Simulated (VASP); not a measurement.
# Ge2Sb2Te5 (P-3m1) in VASP: single point with PBEsol

Aim: the single point of Ge2Sb2Te5 with PBEsol.

All numbers are computed with VASP 6.6.1; they aren't measurements. Logs are shortened: lines on timing, memory, paths and dates and some standing lists are left out, and cuts for length are marked.

### Step 1. The cell of the first run

The structure is trigonal, space group P-3m1 (No. 164). The conventional cell has a = 4.202 Å, b = 4.202 Å, c = 17.130 Å, α = 90.00°, β = 90.00°, γ = 120.00°. Within 3.7 Å of Ge (site symmetry 3m) lie 6 Te at 2.81 to 3.17 Å. Within 3.9 Å of Sb (site symmetry 3m) lie 6 Te at 2.99 to 3.14 Å. Within 4.5 Å of Te (site symmetry -3m) lie 6 Sb at 3.14 Å and 12 Te at 4.20 to 4.46 Å. Within 3.9 Å of Te (site symmetry 3m) lie 3 Sb at 2.99 Å and 3 Ge at 3.17 Å. Within 3.7 Å of Te (site symmetry 3m) lie 3 Ge at 2.81 Å and 3 Te at 3.65 Å.

### Step 2. Single point, PBEsol

Contents of INCAR:

```
ALGO = Normal
EDIFF = 1E-6
ENCUT = 520
GGA = PS
ISIF = 2
ISMEAR = 0
LASPH = True
LCHARG = False
LREAL = False
LWAVE = False
NBANDS = 44
NELM = 60
PREC = Accurate
SIGMA = 0.03
```

Contents of KPOINTS:

```
k-points
0
Gamma
  9 9 2
```

Contents of POSCAR:

```
Ge2Sb2Te5
1.0
    4.2023717130      0.0000000000      0.0000000000
   -2.1011858565      3.6393606597      0.0000000000
    0.0000000000      0.0000000000     17.1304772236
Ge Sb Te
2 2 5
Direct
    0.0000000000      0.0000000000      0.3377431858
    0.0000000000      0.0000000000      0.6622568142
    0.3333333333      0.6666666667      0.1166512047
    0.6666666667      0.3333333333      0.8833487953
    0.0000000000      0.0000000000      0.0000000000
    0.3333333333      0.6666666667      0.7813977855
    0.6666666667      0.3333333333      0.2186022145
    0.3333333333      0.6666666667      0.4202212940
    0.6666666667      0.3333333333      0.5797787060
```

Potentials or basis: VASP PAW PBE potentials, release 64 (Ge_d, Sb, Te).

Run with:

```sh
> cat potpaw_PBE.64/Ge_d/POTCAR potpaw_PBE.64/Sb/POTCAR potpaw_PBE.64/Te/POTCAR > POTCAR
> mpirun -np 1 vasp_std > vasp.out
```

OUTCAR:

```text
EDIFF = 1E-6
   ENCUT = 520
   GGA = PS
   ISIF = 2
   ISMEAR = 0
   LASPH = True
   LREAL = False
   NELM = 60
   PREC = Accurate

 ion  position               nearest neighbor table
   1  0.000  0.000  0.338-   8 2.81   8 2.81   8 2.81   7 3.17   7 3.17   7 3.17
   2  0.000  0.000  0.662-   9 2.81   9 2.81   9 2.81   6 3.17   6 3.17   6 3.17
   3  0.333  0.667  0.117-   7 2.99   7 2.99   7 2.99   5 3.14   5 3.14   5 3.14
   4  0.667  0.333  0.883-   6 2.99   6 2.99   6 2.99   5 3.14   5 3.14   5 3.14
   5  0.000  0.000  0.000-   3 3.14   4 3.14   4 3.14   3 3.14   4 3.14   3 3.14
   6  0.333  0.667  0.781-   4 2.99   4 2.99   4 2.99   2 3.17   2 3.17   2 3.17
   7  0.667  0.333  0.219-   3 2.99   3 2.99   3 2.99   1 3.17   1 3.17   1 3.17
   8  0.333  0.667  0.420-   1 2.81   1 2.81   1 2.81   9 3.65   9 3.65   9 3.65
   9  0.667  0.333  0.580-   2 2.81   2 2.81   2 2.81   8 3.65   8 3.65   8 3.65

  LATTYP: Found a hexagonal cell.
 ALAT       =     4.2023717130
 C/A-ratio  =     4.0763831459

  Lattice vectors:

 A1 = (   4.2023717130,   0.0000000000,   0.0000000000)
 A2 = (  -2.1011858565,   3.6393606597,   0.0000000000)
 A3 = (   0.0000000000,   0.0000000000,  17.1304772236)

Analysis of symmetry for initial positions (statically):
=====================================================================
 Subroutine PRICEL returns:
 Original cell was already a primitive cell.

 Routine SETGRP: Setting up the symmetry group for a
 hexagonal supercell.

 Subroutine GETGRP returns: Found 12 space group operations
 (whereof 12 operations were pure point group operations)
 out of a pool of 24 trial point group operations.

The static configuration has the point symmetry D_3d.

Analysis of symmetry for dynamics (positions and initial velocities):
=====================================================================
 Subroutine PRICEL returns:
 Original cell was already a primitive cell.

 Routine SETGRP: Setting up the symmetry group for a
 hexagonal supercell.

 Subroutine GETGRP returns: Found 12 space group operations
 (whereof 12 operations were pure point group operations)
 out of a pool of 24 trial point group operations.

The dynamic configuration has the point symmetry D_3d.

 Subroutine INISYM returns: Found 12 space group operations
 (whereof 12 operations are pure point group operations),
 and found     1 'primitive' translations

----------------------------------------------------------------------------------------

                                     Primitive cell

  volume of cell :     261.9926

  direct lattice vectors                    reciprocal lattice vectors
     4.202371713  0.000000000  0.000000000     0.237960863  0.137386768  0.000000000
    -2.101185856  3.639360660  0.000000000     0.000000000  0.274773537  0.000000000
     0.000000000  0.000000000 17.130477224     0.000000000  0.000000000  0.058375490

  length of vectors
     4.202371713  4.202371713 17.130477224     0.274773537  0.274773537  0.058375490

  position of ions in fractional coordinates (direct lattice)
     0.000000000  0.000000000  0.337743186
     0.000000000  0.000000000  0.662256814
     0.333333333  0.666666667  0.116651205
     0.666666667  0.333333333  0.883348795
     0.000000000  0.000000000  0.000000000
     0.333333333  0.666666667  0.781397785
     0.666666667  0.333333333  0.218602215
     0.333333333  0.666666667  0.420221294
     0.666666667  0.333333333  0.579778706

  ion indices of the primitive-cell ions
   primitive index   ion index
                 1           1
                 2           2
                 3           3
                 4           4
                 5           5
                 6           6
                 7           7
                 8           8
                 9           9

----------------------------------------------------------------------------------------

 KPOINTS: k-points

Automatic generation of k-mesh.
 Grid dimensions read from file:
 generate k-points for:    9    9    2

 Generating k-lattice:

  Cartesian coordinates                     Fractional coordinates (reciprocal lattice)
     0.026440096  0.015265196  0.000000000     0.111111111 -0.000000000  0.000000000
     0.000000000  0.030530393  0.000000000     0.000000000  0.111111111  0.000000000
     0.000000000  0.000000000  0.029187745     0.000000000  0.000000000  0.500000000

  Length of vectors
     0.030530393  0.030530393  0.029187745

  Shift w.r.t. Gamma in fractional coordinates (k-lattice)
     0.000000000  0.000000000  0.000000000

 Subroutine IBZKPT returns following result:
 ===========================================

 Found     24 irreducible k-points:

 Following reciprocal coordinates:
            Coordinates               Weight
  0.000000  0.000000  0.000000      1.000000
  0.111111  0.000000  0.000000      6.000000
  0.222222 -0.000000  0.000000      6.000000
  0.333333 -0.000000  0.000000      6.000000
  0.444444 -0.000000  0.000000      6.000000
  0.111111  0.111111  0.000000      6.000000
[... 16 lines left out ...]
  0.333333  0.222222  0.500000     12.000000
  0.333333  0.333333  0.500000      2.000000
   k-points           NKPTS =     24   k-points in BZ     NKDIM =     24   number of bands    NBANDS=     44
   number of dos      NEDOS =    301   number of ions     NIONS =      9
   total plane-waves  NPLWV = 131072
   dimension x,y,z NGX =    32 NGY =   32 NGZ =  128
   dimension x,y,z NGXF=    64 NGYF=   64 NGZF=  256
   ions per type =               2   2   5
   NGX,Y,Z   is equivalent  to a cutoff of  12.66, 12.66, 12.42 a.u.
   NGXF,Y,Z  is equivalent  to a cutoff of  25.32, 25.32, 24.84 a.u.
 SYSTEM =  unknown system
   PREC   = accura    normal or accurate (medium, high low for compatibility)
   ISTART =      0    job   : 0-new  1-cont  2-samecut
   ICHARG =      2    charge: 1-file 2-atom 10-const
   ISPIN  =      1    spin polarized calculation?
   LNONCOLLINEAR =      F non collinear calculations
   LSORBIT =      F    spin-orbit coupling
   LASPH  =      T    aspherical Exc in radial PAW
   ENCUT  =  520.0 eV  38.22 Ry    6.18 a.u.   7.81  7.81 31.85*2*pi/ulx,y,z
   NELM   =     60;   NELMIN=  2; NELMDL= -5     # of ELM steps
   EDIFF  = 0.1E-05   stopping-criterion for ELM
   LREAL  =      F    real-space projection
   EDIFFG = 0.1E-04   stopping-criterion for IOM
   NSW    =      0    number of steps for IOM
   IBRION =     -1    ionic relax: 0-MD 1-quasi-New 2-CG
   NFREE  =      0    steps in history (QN), initial steepest desc. (CG)
   ISIF   =      2    stress and relaxation
   ISYM   =      2    0-nonsym 1-usesym 2-fastsym
   POTIM  = 0.5000    time-step for ionic-motion
   TEBEG  =    0.0;   TEEND  =   0.0 temperature during run
   PSTRESS=    0.0 pullay stress
   NELECT =      68.0000    total number of electrons
   NUPDOWN=      -1.0000    fix difference up-down
   EMIN   =  10.00;   EMAX   =-10.00  energy-range for DOS
   EFERMI =   0.00;   METHOD = LEGACY
   ISMEAR =     0;   SIGMA  =   0.03  broadening in eV -4-tet -1-fermi 0-gaus
   EFERMI_NEDOS =   21; number of points for ismear=-14 and -15
   IALGO  =     38    algorithm
   IMIX   =      4    mixing-type and parameters
     AMIX     =   0.40;   BMIX     =  1.00
     AMIX_MAG =   1.60;   BMIX_MAG =  1.00
  volume/ion in A,a.u.               =      29.11       196.45
  Fermi-wavevector in a.u.,A,eV,Ry     =   1.044275  1.973393 14.837287  1.090510
  Thomas-Fermi vector in A             =   2.179020
   LORBIT       =      0    0 simple, 1 ext, 2 COOP (PROOUT), +10 PAW based schemes
   GGA     = PS    functional components
   LHFCALC =     F    Hartree Fock is set to
   AEXX    =    0.0000 exact exchange contribution
   IVDW    =     0    specifies the selected vdW correction
   LEPSILON=     F    determine dielectric tensor
   LRPA    =     F    only Hartree local field effects (RPA)
 non-spin polarized calculation
 Gauss-broadening in eV      SIGMA  =   0.03
  energy-cutoff  :      520.00
  volume of cell :      261.99
 maximum number of plane-waves:      7098
 NGX is ok and might be reduce to    32
   NGX = 15   NGY = 15   NGZ = 63

 number of electron      68.0000041 magnetization

 Free energy of the ion-electron system (eV)
  ---------------------------------------------------
  ext. energy  EPLUGINS =         0.00000000
  ---------------------------------------------------
  free energy    TOTEN  =       -37.43139022 eV

  energy without entropy =      -37.43068329  energy(sigma->0) =      -37.43103675

 E-fermi :   6.7019     XC(G=0):  -9.7515

 val. band max:        6.6786247907   @ k =   0.1111   0.0000   0.0000
 cond. band min:       6.7266312327   @ k =   0.4444  -0.0000   0.5000
 fundamental gap:      0.0480064421
 Fermi energy:         6.7019442395

 k-point     1 :       0.0000    0.0000    0.0000
  band No.  band energies     occupation
      1     -18.0908      2.00000
      2     -18.0908      2.00000
      3     -18.0908      2.00000
      4     -18.0908      2.00000
      5     -18.0780      2.00000
      6     -18.0780      2.00000
[... 36 lines left out ...]
     43       8.6026      0.00000
     44       8.9399      0.00000

 k-point     2 :       0.1111    0.0000    0.0000
  band No.  band energies     occupation
      1     -18.0911      2.00000
      2     -18.0911      2.00000
      3     -18.0905      2.00000
      4     -18.0904      2.00000
      5     -18.0782      2.00000
      6     -18.0782      2.00000
[... 36 lines left out ...]
     43       8.9887      0.00000
     44       9.1718      0.00000

 k-point     3 :       0.2222   -0.0000    0.0000
  band No.  band energies     occupation
      1     -18.0919      2.00000
      2     -18.0919      2.00000
      3     -18.0896      2.00000
      4     -18.0896      2.00000
      5     -18.0786      2.00000
      6     -18.0786      2.00000
[... 36 lines left out ...]
     43       9.3808      0.00000
     44       9.8142      0.00000

 k-point     4 :       0.3333   -0.0000    0.0000
  band No.  band energies     occupation
      1     -18.0928      2.00000
      2     -18.0928      2.00000
      3     -18.0888      2.00000
      4     -18.0888      2.00000
      5     -18.0791      2.00000
      6     -18.0791      2.00000
[... 882 lines left out ...]
     43      10.2806      0.00000
     44      10.3399      0.00000

 k-point    23 :       0.3333    0.2222    0.5000
  band No.  band energies     occupation
      1     -18.0925      2.00000
      2     -18.0925      2.00000
      3     -18.0892      2.00000
      4     -18.0892      2.00000
      5     -18.0789      2.00000
      6     -18.0789      2.00000
[... 36 lines left out ...]
     43      10.3573      0.00000
     44      10.6980      0.00000

 k-point    24 :       0.3333    0.3333    0.5000
  band No.  band energies     occupation
      1     -18.0921      2.00000
      2     -18.0921      2.00000
      3     -18.0895      2.00000
      4     -18.0895      2.00000
      5     -18.0786      2.00000
      6     -18.0786      2.00000
[... 36 lines left out ...]
     43      11.0478      0.00000
     44      11.1488      0.00000

------------------------ aborting loop because EDIFF is reached ----------------------------------------

  FORCE on cell =-STRESS in cart. coord.  units (eV):
  Direction    XX          YY          ZZ          XY          YZ          ZX
  --------------------------------------------------------------------------------------
  -------------------------------------------------------------------------------------
  Total        0.2319141      0.2319141      0.2375137     -0.0000000      0.0000000      0.0000000
  in kB        1.4182369      1.4182369      1.4524801     -0.0000000      0.0000000      0.0000000
  external PRESSURE =       1.4296513 kB  Pullay stress =       0.0000000 kB

 VOLUME and BASIS-vectors are now :
 -----------------------------------------------------------------------------
  energy-cutoff  :      520.00
  volume of cell :      261.99
      direct lattice vectors                 reciprocal lattice vectors
     4.202371713  0.000000000  0.000000000     0.237960863  0.137386768  0.000000000
    -2.101185856  3.639360660  0.000000000     0.000000000  0.274773537  0.000000000
     0.000000000  0.000000000 17.130477224     0.000000000  0.000000000  0.058375490

 POSITION                                       TOTAL-FORCE (eV/Angst)
 -----------------------------------------------------------------------------------
      0.00000      0.00000      5.78570        -0.000000      0.000000     -0.013810
      0.00000      0.00000     11.34478        -0.000000      0.000000      0.013810
     -0.00000      2.42624      1.99829        -0.000000      0.000000     -0.020624
      2.10119      1.21312     15.13219        -0.000000      0.000000      0.020624
      0.00000      0.00000      0.00000        -0.000000      0.000000      0.000000
     -0.00000      2.42624     13.38572        -0.000000      0.000000     -0.028049
      2.10119      1.21312      3.74476        -0.000000      0.000000      0.028049
     -0.00000      2.42624      7.19859         0.000000      0.000000      0.018250
      2.10119      1.21312      9.93189         0.000000      0.000000     -0.018250
 -----------------------------------------------------------------------------------
    total drift:                                0.000000     -0.000000      0.000000

  FREE ENERGIE OF THE ION-ELECTRON SYSTEM (eV)
  ---------------------------------------------------
  free  energy   TOTEN  =       -37.4313902208 eV

  energy  without entropy=      -37.4306832853  energy(sigma->0) =      -37.43103675
```

Wall time 4.2 min (1 thread of Intel Xeon Platinum 8488C (Sapphire Rapids), shared host); peak memory 0.49 GiB.

Results:

```
Free energy            : -37.4314 eV
Pressure               : 0.1 GPa
Largest force          : 0.028 eV/Å
Band gap on the k mesh : 0.05 eV (least direct gap 0.12 eV)
```

Forces on the atoms (eV/Å):
```
Ge   0.000  0.000 -0.014
Ge   0.000  0.000  0.014
Sb   0.000  0.000 -0.021
Sb   0.000  0.000  0.021
Te   0.000  0.000  0.000
Te   0.000  0.000 -0.028
Te   0.000  0.000  0.028
Te   0.000  0.000  0.018
Te   0.000  0.000 -0.018
```

Caveat: the PAW data sets were made with another functional, which shifts forces and pressure a little; spin-orbit coupling is left out, which moves the levels of the heavy elements; an odd mesh through Γ misses points on the zone boundary, where band edges can lie.
